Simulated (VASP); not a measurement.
Input of a VASP 6.6.1 run:

INCAR

```
SYSTEM = I
  PREC = Accurate
  ENCUT = 520
  EDIFF = 1E-7
  ISMEAR = 0
  SIGMA = 0.05
  LREAL = .False.
  LASPH = .True.
  NELM = 100
  ALGO = Normal
  ISIF = 2
  LWAVE = .False.
  LCHARG = .False.
  GGA = PS
  NBANDS = 22
```

The input KPOINTS:

```
regular mesh
0
Gamma
  10 10 4
  0 0 0
```

POSCAR

```
I
1.0
    3.8205952677     -2.2033192739      0.0000000000
    3.8205952677      2.2033192739      0.0000000000
    0.0000000000      0.0000000000      9.6508891675
I
4
Direct
    0.8287516769      0.1712483231      0.1226879100
    0.1712483231      0.8287516769      0.8773120900
    0.3287516769      0.6712483231      0.3773120900
    0.6712483231      0.3287516769      0.6226879100
```

Potentials or basis: VASP PAW PBE potentials, release 64 (I).

Run with:

```sh
$ cat potpaw_PBE.64/I/POTCAR > POTCAR
$ mpirun -np 1 vasp_std > vasp.out
```

Question: Estimate the pressure.

Answer: -0.1 GPa.

Question: Predict the band gap on the k mesh.

Answer: 0.84 eV (least direct gap 1.06 eV).

Question: What does it give for the largest force?

Answer: 0.006 eV/Å.

Forces on the atoms (eV/Å):
```
I    0.000  0.004  0.004
I    0.000 -0.004 -0.004
I    0.000  0.004 -0.004
I    0.000 -0.004  0.004
```

Caveat: the PAW data sets were made with another functional, which shifts forces and pressure a little; spin-orbit coupling is left out, which moves the levels of the heavy elements. A k mesh can miss the band edges.
